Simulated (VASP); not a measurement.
Si, 4 atoms in the cell. The structure is orthorhombic, space group Cmce (No. 64). The conventional cell has a = 4.764 Å, b = 7.614 Å, c = 3.745 Å, α = 90.00°, β = 90.00°, γ = 90.00°. Within 3.2 Å of Si (site symmetry m) lie 7 Si at 2.44 to 3.05 Å. 

| Quantity | Value |
| --- | --- |
| Program | VASP 6.6.1 |
| Task | relaxation of cell and atoms |
| Functional | PBE |
| Potentials or basis | VASP PAW PBE potentials, release 64 (Si) |
| Cutoff | 600 eV |
| k mesh | 12 × 12 × 12 |
| Occupations | gaussian, width 0.1 eV |
| Spin | no spin polarisation |
| Dipole correction | no |
| Further INCAR settings | ALGO = Normal; EDIFF = 1e-06; IBRION = 2; EDIFFG = -0.01; NSW = 100; ISIF = 3 |

Potentials or basis: VASP PAW PBE potentials, release 64 (Si).

Command:

```bash
$ cat potpaw_PBE.64/Si/POTCAR > POTCAR
$ mpirun -np 1 vasp_std > vasp.out
```

Hardware: 1 thread of Intel(R) Xeon(R) Platinum 8259CL CPU @ 2.50GHz (Skylake/Cascade Lake), with other jobs on the host.

Q: How long does it take, and how much memory?

A: Run time: 8.1 min on 1 thread of Intel(R) Xeon(R) Platinum 8259CL CPU @ 2.50GHz (Skylake/Cascade Lake), with other jobs on the host, peak memory 0.36 GiB. Counts: scf iterations 30, k points 301, ion steps 6.
